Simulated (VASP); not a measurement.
Here is a VASP 6.6.1 calculation.

The input POSCAR:

```
BN
1.0
    0.0000000000      1.8048254497      1.8048254497
    1.8048254497      0.0000000000      1.8048254497
    1.8048254497      1.8048254497      0.0000000000
B N
1 1
Direct
    0.0000000000      0.0000000000      0.0000000000
    0.2500000000      0.2500000000      0.2500000000
```

INCAR.step1

```
PREC = Accurate
ENCUT = 1460
ISMEAR = 1
SIGMA = 0.2
LREAL = F
LASPH = T
NELM = 120
NBANDS = 11
GGA = PE
ALGO = Normal
EDIFF = 1E-5
LWAVE = T
LCHARG = F
GGA_COMPAT = F
```

INCAR.step2

```
PREC = Accurate
ENCUT = 1460
EDIFF = 1E-6
ISMEAR = 1
SIGMA = 0.2
LREAL = F
LASPH = T
NELM = 120
ALGO = Normal
ISIF = 2
LWAVE = F
LCHARG = F
METAGGA = R2SCAN
LMIXTAU = T
NBANDS = 11
ISTART = 1
GGA_COMPAT = F
```

Contents of KPOINTS:

```
regular mesh
0
Gamma
  8 8 8
```

Potentials or basis: VASP PAW PBE potentials, release 64 (B_h, N_h).

Run with:

```bash
$ cat potpaw_PBE.64/B_h/POTCAR potpaw_PBE.64/N_h/POTCAR > POTCAR
$ cp INCAR.step1 INCAR
$ mpirun -np 1 vasp_std > vasp.out
$ cp INCAR.step2 INCAR
$ mpirun -np 1 vasp_std > vasp.out
```

**Question.** Estimate the band gap on the k mesh.

**Answer.** 5.00 eV (least direct gap 9.57 eV).

**Question.** Predict the pressure.

**Answer.** -0.4 GPa.

Caveat: the PAW data sets were made with another functional, which shifts forces and pressure a little. A k mesh can miss the band edges.
